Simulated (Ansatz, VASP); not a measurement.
**One calculation of As2F3, two programs**

```xyz
5
Lattice="3.8100 0.0000 0.0000 -1.9050 3.2995 0.0000 0.0000 0.0000 6.4476" Properties=species:S:1:pos:R:3 pbc="T T T"
As    0.0000    2.1997    1.1172
As    1.9050    1.0998    5.3303
F     0.0000    0.0000    0.0000
F     0.0000    2.1997    4.5195
F     1.9050    1.0998    1.9281
```

Alike in both runs: functional PBE; k mesh 6 × 6 × 4; occupations gaussian, width 0.1 eV; no spin polarisation.

Ansatz relaxed the structure, and its values are those at the end. VASP's run is a single point on that final structure, the one shown.

|  | VASP | Ansatz |
| --- | --- | --- |
| version | VASP 6.6.1 | Ansatz 0.2.0 |
| potentials or method | VASP PAW PBE potentials, release 64 (As, F), cutoff 520 eV | scalar-relativistic, plane waves, PAW |
| valence electrons in the cell | 31 | 51 |

VASP gave:

```
gap on the k mesh at the Fermi level (eV) : none
pressure (GPa)                            : -0.3
rms of the force components (eV/Å)        : 0.009
```

**Question.** Which values does Ansatz return?

**Answer.** gap on the k mesh at the Fermi level (eV): none; pressure (GPa): 0.0; rms of the force components (eV/Å): 0.009.

A gap of «none» marks a metal or a gap that the smearing closes. VASP's potentials hold 31 valence electrons a cell and Ansatz's 51, so a difference there can come from the potentials and not from the codes.
